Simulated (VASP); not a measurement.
The system is Ca.

```
Ca
1.0
    -2.24000    2.24000    2.24000
     2.24000   -2.24000    2.24000
     2.24000    2.24000   -2.24000
Ca
1
Direct
  0.00000 0.00000 0.00000
```

```yaml
Program: VASP 6.6.1
Task: relaxation of cell and atoms
Functional: PBEsol
Potentials_or_basis: VASP PAW PBE potentials, release 64 (Ca_sv)
Cutoff: 600 eV
k_mesh: 14 × 14 × 14
Occupations: gaussian, width 0.1 eV
Spin: no spin polarisation
```

At the start: pressure -1.5 GPa; volume 44.96 Å³/atom.

Task: Where does the relaxation end?

Result: Over 4 steps the energy falls by 22.7 meV/atom and the volume is 40.45 Å³/atom (-10.0 %); space group Im-3m (No. 229, to 0.05 Å).

The path:
| step | energy change (eV) | largest force (eV/Å) | pressure (GPa) | volume (Å³) |
| --- | --- | --- | --- | --- |
| 1 | 0.0000 | 0.0000 | -1.52 | 44.96 |
| 2 | -0.0188 | 0.0000 | -0.67 | 42.25 |
| 3 | -0.0226 | 0.0000 | -0.07 | 40.63 |
| 4 | -0.0227 | 0.0000 | 0.00 | 40.45 |

Final structure:
```
CELL_PARAMETERS angstrom
-2.16254 2.16254 2.16254
2.16254 -2.16254 2.16254
2.16254 2.16254 -2.16254
ATOMIC_POSITIONS crystal
Ca 0.00000 0.00000 0.00000
```

Caveat: the PAW data sets were made with another functional, which shifts forces and pressure a little; the volume moved by -10 % from the deposited cell, more than functionals usually miss.
